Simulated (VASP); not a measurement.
Input of a VASP 6.6.1 run:

Contents of INCAR:

```
ALGO = Normal
EDIFF = 1E-6
ENCUT = 520
GGA = CA
ISIF = 2
ISMEAR = -1
LASPH = T
LCHARG = F
LREAL = F
LWAVE = F
NBANDS = 11
NELM = 80
PREC = Accurate
SIGMA = 0.02
```

File KPOINTS:

```
k-points
0
Gamma
  24 24 24
```

The input POSCAR:

```
C
1.0
    0.0000000000      1.7658715104      1.7658715104
    1.7658715104      0.0000000000      1.7658715104
    1.7658715104      1.7658715104      0.0000000000
C
2
Direct
   -0.1250000000     -0.1250000000     -0.1250000000
    0.1250000000      0.1250000000      0.1250000000
```

Potentials or basis: VASP PAW LDA potentials, release 64 (C).

Run with:

```sh
$ cat potpaw_LDA.64/C/POTCAR > POTCAR
$ mpirun -np 1 vasp_std > vasp.out
```

(1) What does it give for the band gap on the k mesh?

(2) Predict the pressure.

Results:

(1) 4.17 eV (least direct gap 5.63 eV).

(2) 1.6 GPa.
